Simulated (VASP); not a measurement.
Input of a VASP 6.6.1 run:

Contents of INCAR:

```
  ALGO = Normal
  EDIFF = 1E-6
  EDIFFG = -0.02
  ENCUT = 600
  GGA = PS
  IBRION = 2
  ISIF = 3
  ISMEAR = 1
  LASPH = True
  LCHARG = False
  LREAL = False
  LWAVE = False
  NELM = 80
  NSW = 50
  PREC = Accurate
  PSTRESS = 100.0
  SIGMA = 0.1
```

File KPOINTS:

```
k-points
0
Gamma
  14 14 14
```

File POSCAR:

```
W
1.0
    0.0000000000      2.0300000000      2.0300000000
    2.0300000000      0.0000000000      2.0300000000
    2.0300000000      2.0300000000      0.0000000000
W
1
Direct
    0.0000000000      0.0000000000      0.0000000000
```

Potentials or basis: VASP PAW PBE potentials, release 64 (W_sv).

The run is started by

```sh
$ cat potpaw_PBE.64/W_sv/POTCAR > POTCAR
$ mpirun -np 1 vasp_std > vasp.out
```

Question: Predict the space group after relaxing (to 0.05 Å).

Answer: Fm-3m (No. 225).

Question: Estimate the relaxed cell.

Answer: a = 2.801 Å, b = 2.801 Å, c = 2.801 Å, α = 60.00°, β = 60.00°, γ = 60.00°.

Question: Predict the relaxed volume.

Answer: 15.53 Å³/atom.

Question: Estimate the band gap on the k mesh.

Answer: Zero (band 7 reaches 14.48 eV, above the bottom of band 8 at 10.45 eV).

Final structure:
```
W
1.0
     0.00000    1.98041    1.98041
     1.98041    0.00000    1.98041
     1.98041    1.98041    0.00000
W
1
Direct
  0.00000 0.00000 0.00000
```

Caveat: the cell is relaxed towards a set pressure, so the enthalpy falls and the energy may rise; the PAW data sets were made with another functional, which shifts forces and pressure a little; spin-orbit coupling is left out, which moves the levels of the heavy elements.
